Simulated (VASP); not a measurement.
Write the native input for VASP 6.6.1 that does the following.

| Item | Value |
| --- | --- |
| Task | relaxation of cell and atoms |
| Functional | PBE |
| Potentials or basis | VASP PAW PBE potentials, release 64 (Y_sv, Nb_sv, N) |
| Cutoff | 600 eV |
| k mesh | 18 × 18 × 8 |
| Occupations | gaussian, width 0.1 eV |
| Spin | no spin polarisation |
| Dipole correction | no |
| Further INCAR settings | ALGO = Normal; EDIFF = 1e-06; IBRION = 2; EDIFFG = -0.01; NSW = 100; ISIF = 3 |

The structure of YNbN2 lies in POSCAR:

```
YNbN2
1.0
    3.2011002667      0.0000000000      0.0000000000
   -1.6005501334      2.7722341511      0.0000000000
    0.0000000000      0.0000000000      5.7611859964
Y Nb N
1 1 2
Direct
    0.0000000000      0.0000000000      0.5000000000
    0.0000000000      0.0000000000      0.0000000000
    0.3333333333      0.6666666667      0.7758426382
    0.6666666667      0.3333333333      0.2241573618
```

These files were run (other wordings do the same):

INCAR

```
PREC = Accurate
ENCUT = 600
EDIFF = 1E-6
ISMEAR = 0
SIGMA = 0.1
LREAL = False
LASPH = True
NELM = 100
ALGO = Normal
ISIF = 3
LWAVE = False
LCHARG = False
GGA = PE
IBRION = 2
NSW = 100
EDIFFG = -0.01
```

KPOINTS

```
regular mesh
0
Gamma
  18 18 8
```

Potentials or basis: VASP PAW PBE potentials, release 64 (Y_sv, Nb_sv, N).

Command:

```console
$ cat potpaw_PBE.64/Y_sv/POTCAR potpaw_PBE.64/Nb_sv/POTCAR potpaw_PBE.64/N/POTCAR > POTCAR
$ mpirun -np 1 vasp_std > vasp.out
```

It gave:

```yaml
Relaxed_volume: 12.77 Å³/atom
Relaxed_cell: a = 3.205 Å, b = 3.205 Å, c = 5.740 Å, α = 90.00°, β = 90.00°, γ = 120.00°
Space_group_after_relaxing_to_0.05_Å: P-3m1 (No. 164)
Energy_gained_by_relaxing: 0.2 meV/atom
Ionic_steps: 5
Pressure_after_relaxing: 0.0 GPa
Largest_force_after_relaxing: 0.008 eV/Å
Band_gap_on_the_k_mesh: zero (band 17 reaches 9.70 eV, above the bottom of band 18 at 8.66 eV)
```

Run time: 18 min on 1 thread of AMD EPYC 7R43 64-Core Processor (Zen 3), on a shared host, peak memory 0.49 GiB.
